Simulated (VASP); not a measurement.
Here is a VASP 6.6.1 calculation.

The input INCAR:

```
PREC = Accurate
ENCUT = 600
EDIFF = 1E-6
ISMEAR = 0
SIGMA = 0.1
LREAL = F
LASPH = T
NELM = 100
ALGO = Normal
ISIF = 3
LWAVE = F
LCHARG = F
GGA = PE
IBRION = 2
NSW = 90
EDIFFG = -0.04
```

Contents of KPOINTS:

```
regular mesh
0
Gamma
  3 3 6
```

The input POSCAR:

```
Ga2Te3O
1.0
    9.2186141519      0.0000000000      0.0000000000
   -4.6093070759      7.9835540432      0.0000000000
    0.0000000000      0.0000000000      3.1188338793
Ga Te O
2 3 1
Direct
    0.3333333333      0.6666666667      0.0000000000
    0.6666666667      0.3333333333      0.0000000000
    0.5000000000      0.0000000000      0.0000000000
    0.0000000000      0.5000000000      0.0000000000
    0.5000000000      0.5000000000      0.0000000000
    0.0000000000      0.0000000000      0.0000000000
```

Potentials or basis: VASP PAW PBE potentials, release 64 (Ga_d, Te, O).

Run with:

```bash
$ cat potpaw_PBE.64/Ga_d/POTCAR potpaw_PBE.64/Te/POTCAR potpaw_PBE.64/O/POTCAR > POTCAR
$ mpirun -np 1 vasp_std > vasp.out
```

Question: Estimate the relaxed cell.

Answer: a = 10.003 Å, b = 10.003 Å, c = 2.792 Å, α = 90.00°, β = 90.00°, γ = 120.00°.

Question: What does it give for the band gap on the k mesh?

Answer: Zero (bands 25 and 26 overlap by 1.01 eV).

Question: Predict the relaxed volume.

Answer: 40.32 Å³/atom.

Question: Estimate the space group after relaxing (to 0.1 Å).

Answer: P6/mmm (No. 191).

Final structure:
```cif
data_structure
_symmetry_space_group_name_H-M 'P 1'
_symmetry_Int_Tables_number 1
_cell_length_a 10.0027
_cell_length_b 10.0027
_cell_length_c 2.7922
_cell_angle_alpha 90.000
_cell_angle_beta 90.000
_cell_angle_gamma 120.000
_cell_volume 241.95
loop_
_atom_site_label
_atom_site_type_symbol
_atom_site_fract_x
_atom_site_fract_y
_atom_site_fract_z
_atom_site_occupancy
Ga1 Ga 0.33333 0.66667 0.00000 1
Ga2 Ga 0.66667 0.33333 0.00000 1
Te1 Te 0.50000 0.00000 0.00000 1
Te2 Te 0.00000 0.50000 0.00000 1
Te3 Te 0.50000 0.50000 0.00000 1
O1 O 0.00000 0.00000 0.00000 1
```

Caveat: spin-orbit coupling is left out, which moves the levels of the heavy elements.
